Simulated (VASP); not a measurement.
# Ga (P2_1/m) in VASP: further runs

The runs below take Ga through single point, with LDA, PBE+D4.

Everything below comes from runs of VASP 6.6.1. Logs are shortened: lines on timing, memory, paths and dates and some standing lists are left out, and cuts for length are marked.

**1. The cell of the first run**

It takes space group P2_1/m (No. 11, monoclinic). The conventional cell has a = 2.833 Å, b = 3.346 Å, c = 4.293 Å, α = 90.00°, β = 108.61°, γ = 90.00°. Ga (site symmetry m) has 10 Ga at 2.76 to 3.35 Å within 3.6 Å.

**2. Single point, LDA (volume scaled by 1.06)**

Input file INCAR:

```
  ALGO = Fast
  EDIFF = 1E-6
  ENCUT = 520
  GGA = CA
  ISIF = 2
  ISMEAR = -1
  LASPH = True
  LCHARG = False
  LREAL = False
  LWAVE = False
  NBANDS = 20
  NELM = 60
  PREC = Accurate
  SIGMA = 0.05
```

Input file KPOINTS:

```
k-points
0
Gamma
  10 8 7
```

Input file POSCAR:

```
Ga
1.0
    2.8329147839      0.0000000000      0.0000000000
    0.0000000000      3.3459704005      0.0000000000
   -1.3697795742      0.0000000000      4.0685336955
Ga
2
Direct
    0.1345962700      0.7500000000      0.7701668300
    0.8654037300      0.2500000000      0.2298331700
```

Potentials or basis: VASP PAW LDA potentials, release 64 (Ga_d).

Command:

```console
cat potpaw_LDA.64/Ga_d/POTCAR > POTCAR
mpirun -np 1 vasp_std > vasp.out
```

OUTCAR:

```text
EDIFF = 1E-6
   ENCUT = 520
   GGA = CA
   ISIF = 2
   ISMEAR = -1
   LASPH = True
   LREAL = False
   NELM = 60
   PREC = Accurate

 ion  position               nearest neighbor table
   1  0.135  0.750  0.770-   2 2.76   2 2.76   2 2.87   2 2.87   2 2.89   2 2.89
   2  0.865  0.250  0.230-   1 2.76   1 2.76   1 2.87   1 2.87   1 2.89   1 2.89

  LATTYP: Found a simple monoclinic cell.
 ALAT       =     2.8329147839
 B/A-ratio  =     1.1811052064
 C/A-ratio  =     1.5153762183
 COS(beta)  =    -0.3190778872

  Lattice vectors:

 A1 = (   2.8329147839,   0.0000000000,   0.0000000000)
 A2 = (   0.0000000000,   3.3459704005,   0.0000000000)
 A3 = (  -1.3697795742,   0.0000000000,   4.0685336955)

Analysis of symmetry for initial positions (statically):
=====================================================================
 Subroutine PRICEL returns:
 Original cell was already a primitive cell.

 Routine SETGRP: Setting up the symmetry group for a
 simple monoclinic supercell.

 Subroutine GETGRP returns: Found  4 space group operations
 (whereof  2 operations were pure point group operations)
 out of a pool of  4 trial point group operations.

The static configuration has the point symmetry S_2 .
 The point group associated with its full space group is C_2h.

Analysis of symmetry for dynamics (positions and initial velocities):
=====================================================================
 Subroutine PRICEL returns:
 Original cell was already a primitive cell.

 Routine SETGRP: Setting up the symmetry group for a
 simple monoclinic supercell.

 Subroutine GETGRP returns: Found  4 space group operations
 (whereof  2 operations were pure point group operations)
 out of a pool of  4 trial point group operations.

The dynamic configuration has the point symmetry S_2 .
 The point group associated with its full space group is C_2h.

 Subroutine INISYM returns: Found  4 space group operations
 (whereof  2 operations are pure point group operations),
 and found     1 'primitive' translations

----------------------------------------------------------------------------------------

                                     Primitive cell

  volume of cell :      38.5650

  direct lattice vectors                    reciprocal lattice vectors
     2.832914784  0.000000000  0.000000000     0.352993322  0.000000000  0.118844547
[... 78 lines left out ...]
   ISTART =      0    job   : 0-new  1-cont  2-samecut
   ICHARG =      2    charge: 1-file 2-atom 10-const
   ISPIN  =      1    spin polarized calculation?
   LNONCOLLINEAR =      F non collinear calculations
   LSORBIT =      F    spin-orbit coupling
   LASPH  =      T    aspherical Exc in radial PAW
   ENCUT  =  520.0 eV  38.22 Ry    6.18 a.u.   5.27  6.22  7.98*2*pi/ulx,y,z
   NELM   =     60;   NELMIN=  2; NELMDL= -5     # of ELM steps
   EDIFF  = 0.1E-05   stopping-criterion for ELM
   LREAL  =      F    real-space projection
   EDIFFG = 0.1E-04   stopping-criterion for IOM
   NSW    =      0    number of steps for IOM
   IBRION =     -1    ionic relax: 0-MD 1-quasi-New 2-CG
   NFREE  =      0    steps in history (QN), initial steepest desc. (CG)
   ISIF   =      2    stress and relaxation
   ISYM   =      2    0-nonsym 1-usesym 2-fastsym
   POTIM  = 0.5000    time-step for ionic-motion
   TEBEG  =    0.0;   TEEND  =   0.0 temperature during run
   PSTRESS=    0.0 pullay stress
   NELECT =      26.0000    total number of electrons
   NUPDOWN=      -1.0000    fix difference up-down
   EMIN   =  10.00;   EMAX   =-10.00  energy-range for DOS
   EFERMI =   0.00;   METHOD = LEGACY
   ISMEAR =    -1;   SIGMA  =   0.05  broadening in eV -4-tet -1-fermi 0-gaus
   EFERMI_NEDOS =   21; number of points for ismear=-14 and -15
   IALGO  =     68    algorithm
   IMIX   =      4    mixing-type and parameters
     AMIX     =   0.40;   BMIX     =  1.00
     AMIX_MAG =   1.60;   BMIX_MAG =  1.00
  volume/ion in A,a.u.               =      19.28       130.12
  Fermi-wavevector in a.u.,A,eV,Ry     =   1.435494  2.712691 28.036758  2.060644
  Thomas-Fermi vector in A             =   2.554787
   LORBIT       =      0    0 simple, 1 ext, 2 COOP (PROOUT), +10 PAW based schemes
   GGA     = CA    functional components
   LHFCALC =     F    Hartree Fock is set to
   AEXX    =    0.0000 exact exchange contribution
   IVDW    =     0    specifies the selected vdW correction
   LEPSILON=     F    determine dielectric tensor
   LRPA    =     F    only Hartree local field effects (RPA)
 non-spin polarized calculation
 RMM-DIIS sequential band-by-band and
  energy-cutoff  :      520.00
  volume of cell :       38.57
 maximum number of plane-waves:      1056
 NGX is ok and might be reduce to    24
   NGX = 11   NGY = 13   NGZ = 15

 number of electron      26.0000002 magnetization

 Free energy of the ion-electron system (eV)
  ---------------------------------------------------
  ext. energy  EPLUGINS =         0.00000000
  ---------------------------------------------------
  free energy    TOTEN  =        -7.10775795 eV

  energy without entropy =       -7.10387353  energy(sigma->0) =       -7.10581574

 E-fermi :   4.9894     XC(G=0): -11.1698

 val. band max:        4.9891941887   @ k =   0.4000   0.5000  -0.0000
 cond. band min:       4.9950129140   @ k =   0.2000   0.1250   0.0000
 fundamental gap:      0.0058187253
 Fermi energy:         4.9893944128

 k-point     1 :       0.0000    0.0000    0.0000
  band No.  band energies     occupation
      1     -10.1317      2.00000
      2     -10.1284      2.00000
      3     -10.0740      2.00000
      4     -10.0721      2.00000
      5      -9.8487      2.00000
      6      -9.8483      2.00000
[... 541 lines left out ...]
     19      15.2057      0.00000
     20      15.7800      0.00000

 [... further k-points ...]
[... 5 lines left out ...]
  --------------------------------------------------------------------------------------
  -------------------------------------------------------------------------------------
  Total       -1.1169356     -1.5048632     -1.2503150      0.0000000      0.0000000     -0.0916333
  in kB      -46.4029084    -62.5192956    -51.9441323      0.0000000      0.0000000     -3.8068895
  external PRESSURE =     -53.6221121 kB  Pullay stress =       0.0000000 kB

 VOLUME and BASIS-vectors are now :
 -----------------------------------------------------------------------------
  energy-cutoff  :      520.00
  volume of cell :       38.57
      direct lattice vectors                 reciprocal lattice vectors
     2.832914784  0.000000000  0.000000000     0.352993322  0.000000000  0.118844547
     0.000000000  3.345970401  0.000000000     0.000000000  0.298866959  0.000000000
    -1.369779574  0.000000000  4.068533696     0.000000000  0.000000000  0.245788796

 POSITION                                       TOTAL-FORCE (eV/Angst)
 -----------------------------------------------------------------------------------
     -0.67366      2.50948      3.13345        -0.013333     -0.000000     -0.040623
      2.13679      0.83649      0.93508         0.013333      0.000000      0.040623
 -----------------------------------------------------------------------------------
    total drift:                               -0.000000     -0.000000      0.000000

  FREE ENERGIE OF THE ION-ELECTRON SYSTEM (eV)
  ---------------------------------------------------
  free  energy   TOTEN  =        -7.1077579471 eV

  energy  without entropy=       -7.1038735322  energy(sigma->0) =       -7.10581574
```

stdout:

```text
POSCAR found type information on POSCAR Ga
 POSCAR found :  1 types and       2 ions
 scaLAPACK will be used
 LDA part: xc-table for (Slater(with rela. corr.)+CA(PZ))
 , standard interpolation
 POSCAR, INCAR and KPOINTS ok, starting setup
 FFT: planning ... GRIDC
 FFT: planning ... GRID_SOFT
 FFT: planning ... GRID
 WAVECAR not read
 entering main loop
WARNING in EDDRMM: call to ZHEGV failed, returncode =   6  3     16
```

Wall time 37 s (1 thread of Intel Xeon 6975P-C (Granite Rapids), shared host); peak memory 0.22 GiB.

Results:

```yaml
Free_energy: -7.1078 eV
Pressure: -5.4 GPa
Largest_force: 0.043 eV/Å
Band_gap_on_the_k_mesh: zero (band 13 reaches 9.05 eV, above the bottom of band 14 at 1.20 eV)
```

Forces in eV/Å, atoms in the order of the input:
```
Ga  -0.013  0.000 -0.041
Ga   0.013  0.000  0.041
```

Stress tensor (GPa, compression positive):
```
-4.64  0.00 -0.38
 0.00 -6.25  0.00
-0.38  0.00 -5.19
```

Levels at points of the mesh, in eV from the Fermi level:
| k point | band 11 | band 12 | band 13 | band 14 | band 15 | band 16 |
| --- | --- | --- | --- | --- | --- | --- |
| (0.00, 0.00, 0.00) | -10.91 | -1.85 | -1.66 | 1.81 | 5.64 | 8.75 |
| (0.50, 0.00, 0.00) | -6.11 | -4.98 | -1.22 | 0.11 | 5.88 | 6.20 |
| (0.00, 0.50, 0.00) | -7.52 | -7.52 | 1.75 | 1.75 | 2.58 | 2.58 |
| (0.50, 0.50, 0.00) | -2.90 | -2.90 | -1.62 | -1.62 | 2.16 | 2.16 |

[end of part 1 of 3]
